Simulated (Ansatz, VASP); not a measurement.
## Two plane-wave programs on AsSe3

File INCAR:

```
SYSTEM = AsSe3
ALGO = Normal ; EDIFF = 1E-6
EDIFFG = -0.04 ; ENCUT = 600
GGA = PE ; IBRION = 2
ISIF = 3 ; ISMEAR = 0
LASPH = .TRUE. ; LCHARG = .FALSE.
LREAL = .FALSE. ; LWAVE = .FALSE.
NELM = 80 ; NSW = 90
PREC = Accurate ; SIGMA = 0.1
```

File KPOINTS:

```
k-points
0
G
  3 3 6
  0 0 0
```

POSCAR

```
AsSe3
1.0
    7.6831714157      0.0000000000      0.0000000000
   -3.8415857079      6.6538216276      0.0000000000
    0.0000000000      0.0000000000      3.6102324795
As Se
2 6
Direct
    0.3333333333      0.6666666667      0.7500000000
    0.6666666667      0.3333333333      0.2500000000
    0.1811121539      0.3622243077      0.2500000000
    0.6377756923      0.8188878461      0.2500000000
    0.1811121539      0.8188878461      0.2500000000
    0.8188878461      0.6377756923      0.7500000000
    0.3622243077      0.1811121539      0.7500000000
    0.8188878461      0.1811121539      0.7500000000
```

Input for Ansatz:

```yaml
crystal:
  lattice:
    - [7.6831714157, 0.0, 0.0]
    - [-3.8415857079, 6.6538216276, 0.0]
    - [0.0, 0.0, 3.6102324795]
  atoms:
    - { symbol: As, position: [0.3333333333, 0.6666666667, 0.75] }
    - { symbol: As, position: [0.6666666667, 0.3333333333, 0.25] }
    - { symbol: Se, position: [0.1811121539, 0.3622243077, 0.25] }
    - { symbol: Se, position: [0.6377756923, 0.8188878461, 0.25] }
    - { symbol: Se, position: [0.1811121539, 0.8188878461, 0.25] }
    - { symbol: Se, position: [0.8188878461, 0.6377756923, 0.75] }
    - { symbol: Se, position: [0.3622243077, 0.1811121539, 0.75] }
    - { symbol: Se, position: [0.8188878461, 0.1811121539, 0.75] }
basis:
  ecutwfc: 420
kpoints:
  mp_grid: { grid: [3, 3, 6] }
hamiltonian:
  xc: pbe
scf:
  occupations: { method: gaussian, width: 0.1 }
  lower_state_search: "off"
output:
  forces: true
  stress: true
  eigenvalues: true
relax:
  adjacent_minimum: "off"
  f_tol: 0.04
  max_steps: 70
  cell: { stress_tol: 0.4 }
```

Change from the starting cell: species swapped into the Zn3Rh type (P6_3/mmc, No. 194).

Alike in both runs: task relaxation of cell and atoms; functional PBE; k mesh 3 × 3 × 6; occupations gaussian, width 0.1 eV; no spin polarisation.

|  | VASP | Ansatz |
| --- | --- | --- |
| version | VASP 6.6.1 | Ansatz 0.2.0 |
| potentials or method | VASP PAW PBE potentials, release 64 (As, Se), cutoff 600 eV | scalar-relativistic, plane waves, PAW |
| valence electrons in the cell | 46 | 126 |

VASP gave:

```
gap on the k mesh at the Fermi level, each at its own relaxed structure (eV) : none
relaxed volume (Å³/atom)                                                     : 22.65
relaxed length of the cell vector where the two differ most in proportion (Å)              : 3.780
```

Task: What did Ansatz give for the same quantities?

Result: gap on the k mesh at the Fermi level, each at its own relaxed structure (eV): none; relaxed volume (Å³/atom): 22.88; relaxed length of the cell vector where the two differ most in proportion (Å): 3.718.

A gap of «none» marks a metal or a gap that the smearing closes. VASP's potentials hold 46 valence electrons a cell and Ansatz's 126, so a difference there can come from the potentials and not from the codes.
